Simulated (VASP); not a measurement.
# YNbN2: relaxation of cell and atoms with PBE

YNbN2:

```
Y Nb N
1.0
     3.28322    0.00000    0.00000
     0.00000    3.28322    0.00000
     0.00000    0.00000    4.62843
Y Nb N
1 1 2
Cartesian
  1.6416 1.6416 2.3142
  0.0000 0.0000 0.0000
  0.0000 0.0000 2.3142
  1.6416 1.6416 0.0000
```

The cell was generated, and may not be a known phase.

| Property | Result |
| --- | --- |
| Program | VASP 6.6.1 |
| Task | relaxation of cell and atoms |
| Functional | PBE |
| Potentials or basis | VASP PAW PBE potentials, release 64 (Y_sv, Nb_sv, N) |
| Cutoff | 600 eV |
| k mesh | 14 × 14 × 10 |
| Occupations | gaussian, width 0.1 eV |
| Spin | no spin polarisation |
| Dipole correction | no |
| Further INCAR settings | ALGO = Fast; EDIFF = 1e-06; IBRION = 2; EDIFFG = -0.01; NSW = 100; ISIF = 3 |

The relaxed volume is 12.45 Å³/atom. The relaxed cell is a = 3.288 Å, b = 3.288 Å, c = 4.607 Å, α = 90.00°, β = 90.00°, γ = 90.00° and the space group after relaxing (to 0.1 Å) is P4/mmm (No. 123). The energy gained by relaxing is 0.4 meV/atom. The ionic steps are 5, the pressure after relaxing is 0.0 GPa and the band gap on the k mesh is zero (bands 17 and 18 overlap by 3.65 eV).

Step by step:
| step | energy change (eV) | largest force (eV/Å) | pressure (GPa) | volume (Å³) |
| --- | --- | --- | --- | --- |
| 1 | 0.0000 | 0.0000 | -0.44 | 49.89 |
| 2 | -0.0010 | 0.0000 | 0.70 | 49.64 |
| 3 | -0.0016 | 0.0000 | 0.26 | 49.74 |
| 4 | -0.0016 | 0.0000 | -0.26 | 49.86 |
| 5 | -0.0016 | 0.0000 | 0.00 | 49.79 |

Final structure:
```
Y Nb N
1.0
     3.28772    0.00000    0.00000
     0.00000    3.28772    0.00000
     0.00000    0.00000    4.60674
Y Nb N
1 1 2
Direct
  0.50000 0.50000 0.50000
  0.00000 0.00000 0.00000
  0.00000 0.00000 0.50000
  0.50000 0.50000 0.00000
```

Levels at points of the mesh, in eV from the Fermi level:
```csv
k point,band 13,band 14,band 15,band 16,band 17,band 18,band 19,band 20,band 21
"(0.00, 0.00, 0.00)",-2.91,-2.91,-2.09,-1.92,-1.92,-0.55,-0.55,0.52,0.75
"(0.50, 0.00, 0.00)",-5.36,-4.22,-4.13,-3.97,0.29,0.91,1.24,2.50,3.20
"(0.50, 0.50, 0.00)",-3.05,-3.05,-2.90,-2.28,-2.25,-2.25,1.83,2.20,2.40
"(0.00, 0.00, 0.50)",-3.21,-3.21,-2.90,-2.70,-2.70,-0.26,0.61,1.45,1.45
"(0.50, 0.00, 0.50)",-5.59,-5.49,-4.65,-4.62,1.39,1.49,1.82,4.80,5.04
"(0.50, 0.50, 0.50)",-4.81,-4.51,-3.68,-3.68,0.49,0.49,2.21,2.50,2.77
```

It took 25 min on 1 thread of Oxide Virtual Turin-like Processor, with other jobs on the host, peak memory 0.43 GiB.
